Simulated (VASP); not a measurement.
# NiO (Fm-3m) in VASP: single point with PBEsol

Aim: the single point of NiO with PBEsol.

Program: VASP 6.6.1. These are calculated values, not measurements. Logs are shortened: lines on timing, memory, paths and dates and some standing lists are left out, and cuts for length are marked.

**1. The cell of the first run**

The structure is cubic, space group Fm-3m (No. 225). The conventional cell has a = 4.172 Å, b = 4.172 Å, c = 4.172 Å, α = 90.00°, β = 90.00°, γ = 90.00°. Ni (site symmetry m-3m) has 6 O at 2.09 Å within 2.8 Å. O (site symmetry m-3m) has 6 Ni at 2.09 Å within 2.8 Å.

**2. Single point, PBEsol, collinear spin, ferromagnetic start**

Contents of INCAR:

```
PREC = Accurate
ENCUT = 520
EDIFF = 1E-6
ISMEAR = -1
SIGMA = 0.1
LREAL = F
LASPH = T
NELM = 150
ALGO = Normal
ISIF = 2
LWAVE = F
LCHARG = F
ISPIN = 2
MAGMOM = 1.5 0
LORBIT = 11
LMAXMIX = 4
GGA = PS
NBANDS = 19
```

Contents of KPOINTS:

```
regular mesh
0
Gamma
  9 9 9
```

Contents of POSCAR:

```
NiO
1.0
    0.0000000000      2.0859000000      2.0859000000
    2.0859000000      0.0000000000      2.0859000000
    2.0859000000      2.0859000000      0.0000000000
Ni O
1 1
Direct
    0.0000000000      0.0000000000      0.0000000000
    0.5000000000      0.5000000000      0.5000000000
```

Potentials or basis: VASP PAW PBE potentials, release 64 (Ni, O).

Launch:

```bash
$ cat potpaw_PBE.64/Ni/POTCAR potpaw_PBE.64/O/POTCAR > POTCAR
$ mpirun -np 1 vasp_std > vasp.out
```

OUTCAR:

```text
PREC = Accurate
   ENCUT = 520
   EDIFF = 1E-6
   ISMEAR = -1
   LREAL = F
   LASPH = T
   NELM = 150
   ISIF = 2
   ISPIN = 2
   LORBIT = 11
   GGA = PS

 ion  position               nearest neighbor table
   1  0.000  0.000  0.000-   2 2.09   2 2.09   2 2.09   2 2.09   2 2.09   2 2.09
   2  0.500  0.500  0.500-   1 2.09   1 2.09   1 2.09   1 2.09   1 2.09   1 2.09

  LATTYP: Found a face centered cubic cell.
 ALAT       =     4.1718000000

  Lattice vectors:

 A1 = (   0.0000000000,   2.0859000000,   2.0859000000)
 A2 = (   2.0859000000,   0.0000000000,   2.0859000000)
 A3 = (   2.0859000000,   2.0859000000,   0.0000000000)

Analysis of symmetry for initial positions (statically):
=====================================================================
 Subroutine PRICEL returns:
 Original cell was already a primitive cell.

 Routine SETGRP: Setting up the symmetry group for a
 face centered cubic supercell.

 Subroutine GETGRP returns: Found 48 space group operations
 (whereof 48 operations were pure point group operations)
 out of a pool of 48 trial point group operations.

The static configuration has the point symmetry O_h .

Analysis of symmetry for dynamics (positions and initial velocities):
=====================================================================
 Subroutine PRICEL returns:
 Original cell was already a primitive cell.

 Routine SETGRP: Setting up the symmetry group for a
 face centered cubic supercell.

 Subroutine GETGRP returns: Found 48 space group operations
 (whereof 48 operations were pure point group operations)
 out of a pool of 48 trial point group operations.

The dynamic configuration has the point symmetry O_h .

Analysis of structural, dynamic, and magnetic symmetry:
=====================================================================
 Subroutine PRICEL returns:
 Original cell was already a primitive cell.

 Routine SETGRP: Setting up the symmetry group for a
 face centered cubic supercell.

 Subroutine GETGRP returns: Found 48 space group operations
 (whereof 48 operations were pure point group operations)
 out of a pool of 48 trial point group operations.

The overall configuration has the point symmetry O_h .

 Subroutine INISYM returns: Found 48 space group operations
 (whereof 48 operations are pure point group operations),
 and found     1 'primitive' translations

----------------------------------------------------------------------------------------

                                     Primitive cell

  volume of cell :      18.1514

  direct lattice vectors                    reciprocal lattice vectors
     0.000000000  2.085900000  2.085900000    -0.239704684  0.239704684  0.239704684
     2.085900000  0.000000000  2.085900000     0.239704684 -0.239704684  0.239704684
     2.085900000  2.085900000  0.000000000     0.239704684  0.239704684 -0.239704684

  length of vectors
     2.949908070  2.949908070  2.949908070     0.415180691  0.415180691  0.415180691

  position of ions in fractional coordinates (direct lattice)
     0.000000000  0.000000000  0.000000000
     0.500000000  0.500000000  0.500000000

  ion indices of the primitive-cell ions
   primitive index   ion index
                 1           1
                 2           2

----------------------------------------------------------------------------------------

 KPOINTS: regular mesh

Automatic generation of k-mesh.
 Grid dimensions read from file:
 generate k-points for:    9    9    9

 Generating k-lattice:

  Cartesian coordinates                     Fractional coordinates (reciprocal lattice)
    -0.026633854  0.026633854  0.026633854     0.111111111  0.000000000  0.000000000
     0.026633854 -0.026633854  0.026633854     0.000000000  0.111111111  0.000000000
     0.026633854  0.026633854 -0.026633854     0.000000000  0.000000000  0.111111111

  Length of vectors
     0.046131188  0.046131188  0.046131188

  Shift w.r.t. Gamma in fractional coordinates (k-lattice)
     0.000000000  0.000000000  0.000000000

 Subroutine IBZKPT returns following result:
 ===========================================

 Found     35 irreducible k-points:

 Following reciprocal coordinates:
            Coordinates               Weight
  0.000000  0.000000  0.000000      1.000000
  0.111111  0.000000  0.000000      8.000000
  0.222222  0.000000  0.000000      8.000000
  0.333333  0.000000  0.000000      8.000000
  0.444444  0.000000  0.000000      8.000000
  0.111111  0.111111  0.000000      6.000000
[... 16 lines left out ...]
 -0.333333  0.333333  0.000000     12.000000
  0.444444  0.444444  0.000000      6.000000
 [... further k-points ...]
   k-points           NKPTS =     35   k-points in BZ     NKDIM =     35   number of bands    NBANDS=     19
   number of dos      NEDOS =    301   number of ions     NIONS =      2
   total plane-waves  NPLWV =  13824
   dimension x,y,z NGX =    24 NGY =   24 NGZ =   24
   dimension x,y,z NGXF=    48 NGYF=   48 NGZF=   48
   ions per type =               1   1
   NGX,Y,Z   is equivalent  to a cutoff of  13.53, 13.53, 13.53 a.u.
   NGXF,Y,Z  is equivalent  to a cutoff of  27.05, 27.05, 27.05 a.u.
 SYSTEM =  unknown system
   PREC   = accura    normal or accurate (medium, high low for compatibility)
   ISTART =      0    job   : 0-new  1-cont  2-samecut
   ICHARG =      2    charge: 1-file 2-atom 10-const
   ISPIN  =      2    spin polarized calculation?
   LNONCOLLINEAR =      F non collinear calculations
   LSORBIT =      F    spin-orbit coupling
   LASPH  =      T    aspherical Exc in radial PAW
   ENCUT  =  520.0 eV  38.22 Ry    6.18 a.u.   5.48  5.48  5.48*2*pi/ulx,y,z
   NELM   =    150;   NELMIN=  2; NELMDL= -5     # of ELM steps
   EDIFF  = 0.1E-05   stopping-criterion for ELM
   LREAL  =      F    real-space projection
   EDIFFG = 0.1E-04   stopping-criterion for IOM
   NSW    =      0    number of steps for IOM
   IBRION =     -1    ionic relax: 0-MD 1-quasi-New 2-CG
   NFREE  =      0    steps in history (QN), initial steepest desc. (CG)
   ISIF   =      2    stress and relaxation
   ISYM   =      2    0-nonsym 1-usesym 2-fastsym
   POTIM  = 0.5000    time-step for ionic-motion
   TEBEG  =    0.0;   TEEND  =   0.0 temperature during run
   PSTRESS=    0.0 pullay stress
   NELECT =      16.0000    total number of electrons
   NUPDOWN=      -1.0000    fix difference up-down
   EMIN   =  10.00;   EMAX   =-10.00  energy-range for DOS
   EFERMI =   0.00;   METHOD = LEGACY
   ISMEAR =    -1;   SIGMA  =   0.10  broadening in eV -4-tet -1-fermi 0-gaus
   EFERMI_NEDOS =   21; number of points for ismear=-14 and -15
   IALGO  =     38    algorithm
   IMIX   =      4    mixing-type and parameters
     AMIX     =   0.40;   BMIX     =  1.00
     AMIX_MAG =   1.60;   BMIX_MAG =  1.00
  volume/ion in A,a.u.               =       9.08        61.25
  Fermi-wavevector in a.u.,A,eV,Ry     =   1.569681  2.966267 33.523364  2.463898
  Thomas-Fermi vector in A             =   2.671527
   LORBIT       =     11    0 simple, 1 ext, 2 COOP (PROOUT), +10 PAW based schemes
   GGA     = PS    functional components
   LHFCALC =     F    Hartree Fock is set to
   AEXX    =    0.0000 exact exchange contribution
   IVDW    =     0    specifies the selected vdW correction
   LEPSILON=     F    determine dielectric tensor
   LRPA    =     F    only Hartree local field effects (RPA)
 spin polarized calculation
  energy-cutoff  :      520.00
  volume of cell :       18.15
 maximum number of plane-waves:       531
 NGX is ok and might be reduce to    24
   NGX = 11   NGY = 11   NGZ = 11

 number of electron      16.0000001 magnetization       1.1870056

 Free energy of the ion-electron system (eV)
  ---------------------------------------------------
  ext. energy  EPLUGINS =         0.00000000
  ---------------------------------------------------
  free energy    TOTEN  =       -12.40647177 eV

  energy without entropy =      -12.34782010  energy(sigma->0) =      -12.37714593

 E-fermi :   7.7882     XC(G=0): -12.9630

 val. band max:        7.7680698732   @ k =  -0.3333   0.4444   0.1111
 cond. band min:       7.7956048516   @ k =  -0.2222   0.3333   0.1111
 fundamental gap:      0.0275349784
 Fermi energy:         7.7882152221

 spin component 1

 k-point     1 :       0.0000    0.0000    0.0000
  band No.  band energies     occupation
      1     -12.6589      1.00000
      2       4.6481      1.00000
      3       4.6481      1.00000
      4       4.6481      1.00000
      5       5.2289      1.00000
      6       5.2290      1.00000
[... 11 lines left out ...]
     18      33.6980      0.00000
     19      33.6980      0.00000

 k-point     2 :       0.1111    0.0000    0.0000
  band No.  band energies     occupation
      1     -12.5178      1.00000
      2       3.6042      1.00000
      3       3.8620      1.00000
      4       3.8620      1.00000
      5       5.5044      1.00000
      6       5.5044      1.00000
[... 11 lines left out ...]
     18      35.5930      0.00000
     19      35.5931      0.00000

 k-point     3 :       0.2222    0.0000    0.0000
  band No.  band energies     occupation
      1     -12.1379      1.00000
      2       1.9275      1.00000
      3       2.9976      1.00000
      4       2.9977      1.00000
      5       5.7334      1.00000
      6       5.7334      1.00000
[... 11 lines left out ...]
     18      38.3300      0.00000
     19      38.3300      0.00000

 k-point     4 :       0.3333    0.0000    0.0000
  band No.  band energies     occupation
      1     -11.6565      1.00000
      2       0.4426      1.00000
      3       2.3672      1.00000
      4       2.3672      1.00000
      5       6.0026      1.00000
      6       6.0027      1.00000
[... 407 lines left out ...]
     18      39.5638      0.00000
     19      41.1675      0.00000

 k-point    23 :      -0.3333    0.3333    0.0000
  band No.  band energies     occupation
      1     -11.1279      1.00000
      2       0.7940      1.00000
      3       1.3807      1.00000
      4       2.2461      1.00000
      5       5.8108      1.00000
      6       6.2823      1.00000
[... 11 lines left out ...]
     18      39.7451      0.00000
     19      41.5741      0.00000

 k-point    24 :       0.4444    0.4444    0.0000
  band No.  band energies     occupation
      1     -11.2331      1.00000
      2       0.6755      1.00000
      3       3.3461      1.00000
      4       3.3461      1.00000
      5       4.5326      1.00000
      6       5.5837      1.00000
[... 11 lines left out ...]
     18      40.4651      0.00000
     19      41.6473      0.00000

 [... further k-points ...]

 spin component 2

 k-point     1 :       0.0000    0.0000    0.0000
  band No.  band energies     occupation
      1     -12.3888      1.00000
      2       4.9638      1.00000
      3       4.9638      1.00000
      4       4.9638      1.00000
      5       6.0693      1.00000
      6       6.0693      1.00000
[... 11 lines left out ...]
     18      34.0929      0.00000
     19      34.0930      0.00000

 k-point     2 :       0.1111    0.0000    0.0000
  band No.  band energies     occupation
      1     -12.2454      1.00000
      2       3.9261      1.00000
      3       4.4421      1.00000
      4       4.4421      1.00000
      5       6.2080      1.00000
      6       6.2080      1.00000
[... 11 lines left out ...]
     18      35.9803      0.00000
     19      35.9803      0.00000

 k-point     3 :       0.2222    0.0000    0.0000
  band No.  band energies     occupation
      1     -11.8588      1.00000
      2       2.2181      1.00000
      3       3.6505      1.00000
      4       3.6505      1.00000
      5       6.4604      1.00000
      6       6.4604      1.00000
[... 11 lines left out ...]
     18      38.7148      0.00000
     19      38.7148      0.00000

 k-point     4 :       0.3333    0.0000    0.0000
  band No.  band energies     occupation
      1     -11.3681      1.00000
      2       0.7065      1.00000
      3       3.0343      1.00000
      4       3.0343      1.00000
      5       6.7425      0.99997
      6       6.7425      0.99997
[... 407 lines left out ...]
     18      39.9092      0.00000
     19      41.3659      0.00000

 k-point    23 :      -0.3333    0.3333    0.0000
  band No.  band energies     occupation
      1     -10.8159      1.00000
      2       1.1096      1.00000
      3       1.6383      1.00000
      4       2.8672      1.00000
      5       6.6007      0.99999
      6       6.9589      0.99975
[... 11 lines left out ...]
     18      40.0943      0.00000
     19      41.8978      0.00000

 k-point    24 :       0.4444    0.4444    0.0000
  band No.  band energies     occupation
      1     -10.9159      1.00000
      2       0.9188      1.00000
      3       3.6362      1.00000
      4       3.6362      1.00000
      5       5.0725      1.00000
      6       7.2154      0.99676
[... 11 lines left out ...]
     18      40.5467      0.00000
     19      41.9385      0.00000

 [... further k-points ...]

------------------------ aborting loop because EDIFF is reached ----------------------------------------

  FORCE on cell =-STRESS in cart. coord.  units (eV):
  Direction    XX          YY          ZZ          XY          YZ          ZX
  --------------------------------------------------------------------------------------
  -------------------------------------------------------------------------------------
  Total       -0.9535897     -0.9535897     -0.9535897      0.0000000      0.0000000      0.0000000
  in kB      -84.1708451    -84.1708451    -84.1708451      0.0000000      0.0000000      0.0000000
  external PRESSURE =     -84.1708451 kB  Pullay stress =       0.0000000 kB

 VOLUME and BASIS-vectors are now :
 -----------------------------------------------------------------------------
  energy-cutoff  :      520.00
  volume of cell :       18.15
      direct lattice vectors                 reciprocal lattice vectors
     0.000000000  2.085900000  2.085900000    -0.239704684  0.239704684  0.239704684
     2.085900000  0.000000000  2.085900000     0.239704684 -0.239704684  0.239704684
     2.085900000  2.085900000  0.000000000     0.239704684  0.239704684 -0.239704684

 POSITION                                       TOTAL-FORCE (eV/Angst)
 -----------------------------------------------------------------------------------
      0.00000      0.00000      0.00000        -0.000000     -0.000000      0.000000
      2.08590      2.08590      2.08590         0.000000      0.000000     -0.000000
 -----------------------------------------------------------------------------------
    total drift:                                0.000000     -0.000000     -0.000000

  FREE ENERGIE OF THE ION-ELECTRON SYSTEM (eV)
  ---------------------------------------------------
  free  energy   TOTEN  =       -12.4064717672 eV

  energy  without entropy=      -12.3478200953  energy(sigma->0) =      -12.37714593

 total charge

# of ion       s       p       d       tot
------------------------------------------
    1        0.334   0.404   8.304   9.042
    2        1.559   3.369   0.000   4.928
--------------------------------------------------
tot          1.893   3.773   8.304  13.970

 magnetization (x)

# of ion       s       p       d       tot
------------------------------------------
    1        0.010   0.012   0.978   1.000
    2        0.021   0.139   0.000   0.160
--------------------------------------------------
tot          0.031   0.151   0.978   1.160
```

It took 34 s on 1 thread of Intel Xeon 8259CL, shared host; peak memory 0.16 GiB.

Results:

- Free energy: -12.4065 eV
- Pressure: -8.4 GPa
- Net moment: 1.19 μB per cell
- Site moments: Ni +1.00; O +0.16 μB
- Valence electrons inside the program's atomic spheres: Ni 9.04; O 4.93

Caveat: the PAW data sets were made with another functional, which shifts forces and pressure a little; a cell with one magnetic atom can't hold antiferromagnetic order, which such compounds often take; semilocal functionals often make such compounds metallic where correlation or magnetic order opens a gap, which also shifts bond lengths. With open d or f shells a metallic result of PBEsol can be an artefact of self-interaction; +U or a hybrid may open a gap.
